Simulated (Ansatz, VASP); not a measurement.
CdS in VASP and in Ansatz

File INCAR:

```
PREC     = Accurate       # precision mode
ENCUT    = 520            # plane-wave cutoff, eV
EDIFF    = 1E-8           # SCF threshold, eV
ISMEAR   = -1             # smearing method
SIGMA    = 0.02           # smearing width, eV
LREAL    = False          # projectors in reciprocal space
LASPH    = True           # aspherical terms in the spheres
NELM     = 80             # most SCF steps
ALGO     = Normal         # electronic algorithm
ISIF     = 2              # what is computed and relaxed
LWAVE    = False          # write WAVECAR
LCHARG   = False          # write CHGCAR
GGA      = CA             # functional
LEFG     = True         
NBANDS   = 26             # bands
```

The input KPOINTS:

```
Automatic mesh
0
Gamma
  8 8 4
```

POSCAR

```
CdS
1.0
    4.1347992034     -0.0206739960     -0.0206739960
   -2.0853038074      3.5911781477     -0.0075672077
   -0.0337450000     -0.0337450000      6.7490000000
Cd S
2 2
Direct
    0.3333333333      0.6666666667      0.0000000000
    0.6666666667      0.3333333333      0.5000000000
    0.3333333333      0.6666666667      0.3850000000
    0.6666666667      0.3333333333      0.8850000000
```

Input for Ansatz:

```yaml
crystal:
  lattice:
    - [4.1347992034, -0.020673996, -0.020673996]
    - [-2.0853038074, 3.5911781477, -0.0075672077]
    - [-0.033745, -0.033745, 6.749]
  atoms:
    - { symbol: Cd, position: [0.3333333333, 0.6666666667, 0.0] }
    - { symbol: Cd, position: [0.6666666667, 0.3333333333, 0.5] }
    - { symbol: S, position: [0.3333333333, 0.6666666667, 0.385] }
    - { symbol: S, position: [0.6666666667, 0.3333333333, 0.885] }
kpoints:
  mp_grid: { grid: [8, 8, 4] }
scf:
  occupations: { method: fermi_dirac, width: 0.02 }
hamiltonian:
  xc: lda
  pseudopotentials: { kind: all_electron, datasets: crystal }
output:
  forces: true
  stress: true
  eigenvalues: true
  efg: { contact_densities: true }
```

Change from the starting cell: equal xy, yz and zx shear strains of -1 %, crystal datasets.

Alike in both runs: task electric field gradients; functional LDA; k mesh 8 × 8 × 4; occupations fermi-dirac, width 0.02 eV; no spin polarisation.

|  | VASP | Ansatz |
| --- | --- | --- |
| version | VASP 6.6.1 | Ansatz 0.2.0 |
| potentials or method | VASP PAW LDA potentials, release 64 (Cd, S), cutoff 520 eV | all-electron PAW with datasets made for the crystal, scalar-relativistic |

|  | VASP | Ansatz | Ansatz less VASP |
| --- | --- | --- | --- |
| gap on the k mesh at the Fermi level (eV) | 0.95 | 0.92 | -0.028 |
| pressure (GPa) | -2.3 | -2.7 | -0.43 |
| traceless stress, the component that is largest in VASP (GPa) | -1.28 | -1.20 | +0.075 |
| rms of the force components (eV/Å) | 0.151 | 0.145 | -0.0065 |
| size of Vzz on the site where it differs most (V/Å²) | 36.1 | 31.6 | -4.46 |

LDA's correlation is that of Perdew and Zunger in VASP and of Perdew and Wang (1992) in Ansatz. Atom by atom the forces differ by 0.007 eV/Å (rms over components). Ansatz ran all-electron here, and VASP with PAW potentials.
